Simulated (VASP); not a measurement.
Ga, 1 atom in the cell. The structure is tetragonal, space group I4/mmm (No. 139). The conventional cell has a = 2.769 Å, b = 2.769 Å, c = 4.622 Å, α = 90.00°, β = 90.00°, γ = 90.00°. Ga (site symmetry 4/mmm) has 12 Ga at 2.77 to 3.03 Å within 3.6 Å. 

```yaml
Program: VASP 6.6.1
Task: single point
Functional: BLYP
Potentials_or_basis: VASP PAW PBE potentials, release 64 (Ga_d)
Cutoff: 520 eV
k_mesh: 13 × 13 × 13
Occupations: fermi-dirac, width 0.05 eV
Spin: no spin polarisation
Dipole_correction: no
Further_INCAR_settings: ALGO = Fast; EDIFF = 1e-06; NBANDS = 12
```

Potentials or basis: VASP PAW PBE potentials, release 64 (Ga_d).

Launch:

```sh
$ cat potpaw_PBE.64/Ga_d/POTCAR > POTCAR
$ mpirun -np 1 vasp_std > vasp.out
```

Hardware: 1 thread of Intel(R) Xeon(R) 6975P-C (Granite Rapids), on a shared host.

Task: Estimate the wall time of this run.

Result: It took 16 s on 1 thread of Intel(R) Xeon(R) 6975P-C (Granite Rapids), with other jobs on the host, peak memory 0.16 GiB. Counts: scf iterations 11, k points 196.
